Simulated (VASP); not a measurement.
A run of VASP 6.6.1 is set up as follows.

INCAR

```
PREC = Accurate
ENCUT = 520
EDIFF = 1E-7
ISMEAR = 0
SIGMA = 0.1
LREAL = False
LASPH = True
NELM = 80
ALGO = Normal
ISIF = 2
LWAVE = False
LCHARG = False
LDIPOL = True
IDIPOL = 3
DIPOL = 0.5 0.5 0.358
GGA = PE
NBANDS = 24
```

File KPOINTS:

```
Automatic mesh
0
Gamma
  9 9 1
```

Contents of POSCAR:

```
Hf3H
1.0
    3.0697355021      0.0000000000      0.0000000000
   -1.0232451674      2.8941743867      0.0000000000
    0.0000000000      0.0000000000     20.2814081478
Hf H
3 1
Direct
    0.5000000000      0.5000000000      0.1972249644
    0.0000000000      0.0000000000      0.3153436029
    0.5000000000      0.5000000000      0.4329782273
    0.8333333333      1.1666666667      0.4875790006
```

Potentials or basis: VASP PAW PBE potentials, release 64 (Hf_pv, H).

The run is started by

```bash
$ cat potpaw_PBE.64/Hf_pv/POTCAR potpaw_PBE.64/H/POTCAR > POTCAR
$ mpirun -np 1 vasp_std > vasp.out
```

(1) Estimate the largest force.

## Answers

(1) 0.516 eV/Å.
